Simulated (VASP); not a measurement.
Wanted: the native input for a VASP 6.6.1 run.

- Task: single point
- Functional: PBE
- Potentials or basis: VASP PAW PBE potentials, release 64 (Al, In_d, P, As_d)
- Cutoff: 510 eV
- k mesh: 3 × 3 × 4
- Occupations: gaussian, width 0.1 eV
- Spin: no spin polarisation
- Dipole correction: no
- Further INCAR settings: ALGO = Normal; EDIFF = 1e-06; NBANDS = 32

The structure of AlInAsP3 lies in POSCAR:

```
AlInAsP3
1.0
    5.5393145114      0.0000000000      0.0000000000
   -2.7696572557      4.7971870865      0.0000000000
    0.0000000000      0.0000000000      5.1675270868
Al In P As
1 1 3 1
Direct
    0.6666666667      0.3333333333      0.0000000000
    0.0000000000      0.0000000000      0.0000000000
    0.5962990032      0.7981495016      0.5000000000
    0.2018504984      0.7981495016      0.5000000000
    0.2018504984      0.4037009968      0.5000000000
    0.3333333333      0.6666666667      0.0000000000
```

The cell was generated, and may not be a known phase.

These files were run (other wordings do the same):

INCAR

```
SYSTEM = AlInAsP3
ALGO = Normal
EDIFF = 1E-6
ENCUT = 510
GGA = PE
GGA_COMPAT = .False.
ISIF = 2
ISMEAR = 0
LASPH = .True.
LCHARG = .False.
LREAL = .False.
LWAVE = .False.
NBANDS = 32
NELM = 120
PREC = Accurate
SIGMA = 0.1
```

KPOINTS

```
k-points
0
Gamma
  3 3 4
  0 0 0
```

Potentials or basis: VASP PAW PBE potentials, release 64 (Al, In_d, P, As_d).

Command:

```sh
$ cat potpaw_PBE.64/Al/POTCAR potpaw_PBE.64/In_d/POTCAR potpaw_PBE.64/P/POTCAR potpaw_PBE.64/As_d/POTCAR > POTCAR
$ mpirun -np 1 vasp_std > vasp.out
```

It gave:

```json
{"Pressure": "0.0 GPa", "Largest force": "0.070 eV/Å", "Band gap on the k mesh": "zero (bands 23 and 24 overlap by 0.97 eV)"}
```

Caveat: the k points lie up to 0.44 Å⁻¹ apart, too coarse for converged energies and pressures of a metal; spin-orbit coupling is left out, which moves the levels of the heavy elements.

Wall time 28 s on 1 thread of Intel(R) Xeon(R) 6975P-C (Granite Rapids), with other jobs on the host, peak memory 0.26 GiB.
